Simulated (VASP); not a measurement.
# PbS in VASP: single point with PBEsol

Aim: the single point of PbS with PBEsol.

Program: VASP 6.6.1. These are calculated values, not measurements. Logs are shortened: lines on timing, memory, paths and dates and some standing lists are left out, and cuts for length are marked.

## 1. The cell of the first run

The cell holds a slab with vacuum, 4 atoms: a = 11.693 Å, b = 4.399 Å, c = 4.399 Å, α = 89.97°, β = 90.00°, γ = 90.00°.

## 2. Single point, PBEsol (functional PBEsol, strained)

Contents of INCAR:

```
SYSTEM = PbS
PREC = Accurate
ENCUT = 520
EDIFF = 1E-6
ISMEAR = 0
SIGMA = 0.02
LREAL = .False.
LASPH = .True.
NELM = 100
ALGO = Normal
ISIF = 2
LWAVE = .False.
LCHARG = .False.
GGA = PS
NBANDS = 28
```

Contents of KPOINTS:

```
Automatic mesh
0
Gamma
  4 6 6
  0 0 0
```

Contents of POSCAR:

```
PbS
1.0
   11.6934908123      0.0000000000      0.0000000000
    0.0000000000      3.1094680685      3.1113369940
    0.0000000000     -3.1094680685      3.1113369940
Pb S
2 2
Direct
    0.6245814000      0.2566380300      0.7566380300
    0.3754186000      0.7566380300      0.2566380300
    0.6136752500      0.7643619700      0.2643619700
    0.3863247500      0.2643619700      0.7643619700
```

Potentials or basis: VASP PAW PBE potentials, release 64 (Pb_d, S).

Started as:

```
$ cat potpaw_PBE.64/Pb_d/POTCAR potpaw_PBE.64/S/POTCAR > POTCAR
$ mpirun -np 1 vasp_std > vasp.out
```

OUTCAR:

```text
SYSTEM = PbS
   PREC = Accurate
   ENCUT = 520
   EDIFF = 1E-6
   ISMEAR = 0
   LREAL = .False.
   LASPH = .True.
   NELM = 100
   ISIF = 2
   GGA = PS

 ion  position               nearest neighbor table
   1  0.625  0.257  0.757-   4 2.79   3 3.07   3 3.11   3 3.11   3 3.16
   2  0.375  0.757  0.257-   3 2.79   4 3.07   4 3.11   4 3.11   4 3.16
   3  0.614  0.764  0.264-   2 2.79   1 3.07   1 3.11   1 3.11   1 3.16
   4  0.386  0.264  0.764-   1 2.79   2 3.07   2 3.11   2 3.11   2 3.16

  LATTYP: Found a base centered orthorhombic cell.
 ALAT       =     6.2189361370
 B/A-ratio  =     1.0006010435
 C/A-ratio  =     1.8803040512

  Lattice vectors:

 A1 = (   0.0000000000,   3.1094680685,  -3.1113369940)
 A2 = (   0.0000000000,   3.1094680685,   3.1113369940)
 A3 = (  11.6934908123,   0.0000000000,   0.0000000000)

Analysis of symmetry for initial positions (statically):
=====================================================================
 Subroutine PRICEL returns:
 Original cell was already a primitive cell.

 Routine SETGRP: Setting up the symmetry group for a
 base centered orthorhombic supercell.

 Subroutine GETGRP returns: Found  4 space group operations
 (whereof  2 operations were pure point group operations)
 out of a pool of  8 trial point group operations.

The static configuration has the point symmetry C_2 .
 The point group associated with its full space group is C_2v.

Analysis of symmetry for dynamics (positions and initial velocities):
=====================================================================
 Subroutine PRICEL returns:
 Original cell was already a primitive cell.

 Routine SETGRP: Setting up the symmetry group for a
 base centered orthorhombic supercell.

 Subroutine GETGRP returns: Found  4 space group operations
 (whereof  2 operations were pure point group operations)
 out of a pool of  8 trial point group operations.

The dynamic configuration has the point symmetry C_2 .
 The point group associated with its full space group is C_2v.

 Subroutine INISYM returns: Found  4 space group operations
 (whereof  2 operations are pure point group operations),
 and found     1 'primitive' translations

----------------------------------------------------------------------------------------

                                     Primitive cell

  volume of cell :     226.2598

  direct lattice vectors                    reciprocal lattice vectors
    11.693490812  0.000000000  0.000000000     0.085517662  0.000000000  0.000000000
     0.000000000  3.109468069  3.111336994     0.000000000  0.160799207  0.160702618
     0.000000000 -3.109468069  3.111336994     0.000000000 -0.160799207  0.160702618

  length of vectors
    11.693490812  4.398773643  4.398773643     0.085517662  0.227336131  0.227336131

  position of ions in fractional coordinates (direct lattice)
     0.624581400  0.256638030  0.756638030
     0.375418600  0.756638030  0.256638030
     0.613675250  0.764361970  0.264361970
     0.386324750  0.264361970  0.764361970

  ion indices of the primitive-cell ions
   primitive index   ion index
                 1           1
                 2           2
                 3           3
                 4           4

----------------------------------------------------------------------------------------

 KPOINTS: Automatic mesh

Automatic generation of k-mesh.
 Grid dimensions read from file:
 generate k-points for:    4    6    6

 Generating k-lattice:

  Cartesian coordinates                     Fractional coordinates (reciprocal lattice)
     0.021379416  0.000000000  0.000000000     0.250000000  0.000000000  0.000000000
     0.000000000  0.026799868  0.026783770     0.000000000  0.166666667  0.000000000
     0.000000000 -0.026799868  0.026783770     0.000000000  0.000000000  0.166666667

  Length of vectors
     0.021379416  0.037889355  0.037889355

  Shift w.r.t. Gamma in fractional coordinates (k-lattice)
     0.000000000  0.000000000  0.000000000

 Subroutine IBZKPT returns following result:
 ===========================================

 Found     39 irreducible k-points:

 Following reciprocal coordinates:
            Coordinates               Weight
  0.000000  0.000000  0.000000      1.000000
  0.250000  0.000000  0.000000      2.000000
  0.500000  0.000000  0.000000      1.000000
  0.000000  0.166667  0.000000      4.000000
  0.250000  0.166667  0.000000      8.000000
  0.500000  0.166667  0.000000      4.000000
[... 16 lines left out ...]
  0.250000 -0.333333  0.166667      8.000000
  0.500000 -0.333333  0.166667      4.000000
 [... further k-points ...]
   k-points           NKPTS =     39   k-points in BZ     NKDIM =     39   number of bands    NBANDS=     28
   number of dos      NEDOS =    301   number of ions     NIONS =      4
   total plane-waves  NPLWV = 116640
   dimension x,y,z NGX =    90 NGY =   36 NGZ =   36
   dimension x,y,z NGXF=   180 NGYF=   72 NGZF=   72
   ions per type =               2   2
   NGX,Y,Z   is equivalent  to a cutoff of  12.80, 13.61, 13.61 a.u.
   NGXF,Y,Z  is equivalent  to a cutoff of  25.59, 27.21, 27.21 a.u.
 SYSTEM =  PbS
   PREC   = accura    normal or accurate (medium, high low for compatibility)
   ISTART =      0    job   : 0-new  1-cont  2-samecut
   ICHARG =      2    charge: 1-file 2-atom 10-const
   ISPIN  =      1    spin polarized calculation?
   LNONCOLLINEAR =      F non collinear calculations
   LSORBIT =      F    spin-orbit coupling
   LASPH  =      T    aspherical Exc in radial PAW
   ENCUT  =  520.0 eV  38.22 Ry    6.18 a.u.  21.74  8.18  8.18*2*pi/ulx,y,z
   NELM   =    100;   NELMIN=  2; NELMDL= -5     # of ELM steps
   EDIFF  = 0.1E-05   stopping-criterion for ELM
   LREAL  =      F    real-space projection
   EDIFFG = 0.1E-04   stopping-criterion for IOM
   NSW    =      0    number of steps for IOM
   IBRION =     -1    ionic relax: 0-MD 1-quasi-New 2-CG
   NFREE  =      0    steps in history (QN), initial steepest desc. (CG)
   ISIF   =      2    stress and relaxation
   ISYM   =      2    0-nonsym 1-usesym 2-fastsym
   POTIM  = 0.5000    time-step for ionic-motion
   TEBEG  =    0.0;   TEEND  =   0.0 temperature during run
   PSTRESS=    0.0 pullay stress
   NELECT =      40.0000    total number of electrons
   NUPDOWN=      -1.0000    fix difference up-down
   EMIN   =  10.00;   EMAX   =-10.00  energy-range for DOS
   EFERMI =   0.00;   METHOD = LEGACY
   ISMEAR =     0;   SIGMA  =   0.02  broadening in eV -4-tet -1-fermi 0-gaus
   EFERMI_NEDOS =   21; number of points for ismear=-14 and -15
   IALGO  =     38    algorithm
   IMIX   =      4    mixing-type and parameters
     AMIX     =   0.40;   BMIX     =  1.00
     AMIX_MAG =   1.60;   BMIX_MAG =  1.00
  volume/ion in A,a.u.               =      56.56       381.72
  Fermi-wavevector in a.u.,A,eV,Ry     =   0.918810  1.736299 11.486199  0.844212
  Thomas-Fermi vector in A             =   2.043933
   LORBIT       =      0    0 simple, 1 ext, 2 COOP (PROOUT), +10 PAW based schemes
   GGA     = PS    functional components
   LHFCALC =     F    Hartree Fock is set to
   AEXX    =    0.0000 exact exchange contribution
   IVDW    =     0    specifies the selected vdW correction
   LEPSILON=     F    determine dielectric tensor
   LRPA    =     F    only Hartree local field effects (RPA)
 non-spin polarized calculation
 Gauss-broadening in eV      SIGMA  =   0.02
  energy-cutoff  :      520.00
  volume of cell :      226.26
 maximum number of plane-waves:      6152
 NGX is ok and might be reduce to    90
   NGX = 43   NGY = 17   NGZ = 17

 number of electron      40.0000006 magnetization

 Free energy of the ion-electron system (eV)
  ---------------------------------------------------
  ext. energy  EPLUGINS =         0.00000000
  ---------------------------------------------------
  free energy    TOTEN  =       -18.16449271 eV

  energy without entropy =      -18.16449271  energy(sigma->0) =      -18.16449271

 E-fermi :  -0.4059     XC(G=0):  -5.5847

 val. band max:       -0.5329571282   @ k =   0.5000   0.3333  -0.0000
 cond. band min:       1.3994134456   @ k =   0.5000   0.5000   0.0000
 fundamental gap:      1.9323705738
 Fermi energy:        -0.4058894108

 k-point     1 :       0.0000    0.0000    0.0000
  band No.  band energies     occupation
      1     -16.5553      2.00000
      2     -16.5111      2.00000
      3     -16.4998      2.00000
      4     -16.4857      2.00000
      5     -16.4804      2.00000
      6     -16.4802      2.00000
[... 20 lines left out ...]
     27       5.2496      0.00000
     28       5.3055      0.00000

 k-point     2 :       0.2500    0.0000    0.0000
  band No.  band energies     occupation
      1     -16.5553      2.00000
      2     -16.5111      2.00000
      3     -16.4998      2.00000
      4     -16.4857      2.00000
      5     -16.4804      2.00000
      6     -16.4802      2.00000
[... 20 lines left out ...]
     27       5.2499      0.00000
     28       5.3058      0.00000

 k-point     3 :       0.5000    0.0000    0.0000
  band No.  band energies     occupation
      1     -16.5553      2.00000
      2     -16.5111      2.00000
      3     -16.4998      2.00000
      4     -16.4857      2.00000
      5     -16.4804      2.00000
      6     -16.4802      2.00000
[... 20 lines left out ...]
     27       5.2501      0.00000
     28       5.3060      0.00000

 k-point     4 :       0.0000    0.1667    0.0000
  band No.  band energies     occupation
      1     -16.5467      2.00000
      2     -16.5054      2.00000
      3     -16.4965      2.00000
      4     -16.4853      2.00000
      5     -16.4847      2.00000
      6     -16.4827      2.00000
[... 578 lines left out ...]
     27       5.0957      0.00000
     28       6.2171      0.00000

 k-point    23 :       0.2500   -0.3333    0.1667
  band No.  band energies     occupation
      1     -16.5301      2.00000
      2     -16.5076      2.00000
      3     -16.4902      2.00000
      4     -16.4889      2.00000
      5     -16.4884      2.00000
      6     -16.4813      2.00000
[... 20 lines left out ...]
     27       5.2465      0.00000
     28       6.2481      0.00000

 k-point    24 :       0.5000   -0.3333    0.1667
  band No.  band energies     occupation
      1     -16.5302      2.00000
      2     -16.5076      2.00000
      3     -16.4902      2.00000
      4     -16.4888      2.00000
      5     -16.4884      2.00000
      6     -16.4813      2.00000
[... 20 lines left out ...]
     27       5.4784      0.00000
     28       6.2444      0.00000

 [... further k-points ...]

------------------------ aborting loop because EDIFF is reached ----------------------------------------

  FORCE on cell =-STRESS in cart. coord.  units (eV):
  Direction    XX          YY          ZZ          XY          YZ          ZX
  --------------------------------------------------------------------------------------
  -------------------------------------------------------------------------------------
  Total       -3.9264204     -5.0001168     -4.9970234      0.0000000      0.0000000      0.0000000
  in kB      -27.8035375    -35.4065327    -35.3846283      0.0000000      0.0000000      0.0000000
  external PRESSURE =     -32.8648995 kB  Pullay stress =       0.0000000 kB

 VOLUME and BASIS-vectors are now :
 -----------------------------------------------------------------------------
  energy-cutoff  :      520.00
  volume of cell :      226.26
      direct lattice vectors                 reciprocal lattice vectors
    11.693490812  0.000000000  0.000000000     0.085517662  0.000000000  0.000000000
     0.000000000  3.109468069  3.111336994     0.000000000  0.160799207  0.160702618
     0.000000000 -3.109468069  3.111336994     0.000000000 -0.160799207  0.160702618

 POSITION                                       TOTAL-FORCE (eV/Angst)
 -----------------------------------------------------------------------------------
      7.30354     -1.55473      3.15264        -0.843843      0.000000     -0.039789
      4.38995      1.55473      3.15264         0.843843      0.000000     -0.039789
      7.17601      1.55473      3.20071        -0.534254      0.000000      0.039789
      4.51748     -1.55473      3.20071         0.534254      0.000000      0.039789
 -----------------------------------------------------------------------------------
    total drift:                                0.000000      0.000000     -0.000128

  FREE ENERGIE OF THE ION-ELECTRON SYSTEM (eV)
  ---------------------------------------------------
  free  energy   TOTEN  =       -18.1644927119 eV

  energy  without entropy=      -18.1644927119  energy(sigma->0) =      -18.16449271
```

Wall time 4.9 min (1 thread of Intel Xeon 6975P-C, shared host); peak memory 0.46 GiB.

What came out:

* Free energy: -18.1645 eV
* Largest force: 0.845 eV/Å
* Band gap on the k mesh: 1.93 eV, indirect (least direct gap 1.95 eV)

Forces in eV/Å, atoms in the order of the input:
```
Pb  -0.844  0.000 -0.040
Pb   0.844  0.000 -0.040
S   -0.534  0.000  0.040
S    0.534  0.000  0.040
```

Levels at points of the mesh, in eV from the valence-band top:
```
           k point  band 17  band 18  band 19  band 20  band 21  band 22  band 23  band 24
(0.00, 0.00, 0.00)    -1.87    -0.92    -0.92    -0.05     2.38     4.05     5.00     5.00
(0.50, 0.00, 0.00)    -1.87    -0.92    -0.92    -0.05     2.26     4.57     5.00     5.01
(0.00, 0.50, 0.00)    -0.63    -0.63    -0.02    -0.02     1.93     1.93     3.02     3.02
(0.50, 0.50, 0.00)    -0.63    -0.63    -0.02    -0.02     1.93     1.93     3.02     3.02
(0.00, 0.50, 0.50)    -2.10    -2.10    -1.02    -1.02     4.02     4.03     4.98     4.98
(0.50, 0.50, 0.50)    -2.10    -2.10    -1.02    -1.01     4.01     4.01     4.97     4.97
```

Caveat: the cell differs from its parent crystal (functional PBEsol, strained); the PAW data sets were made with another functional, which shifts forces and pressure a little; spin-orbit coupling is left out, which moves the levels of the heavy elements.
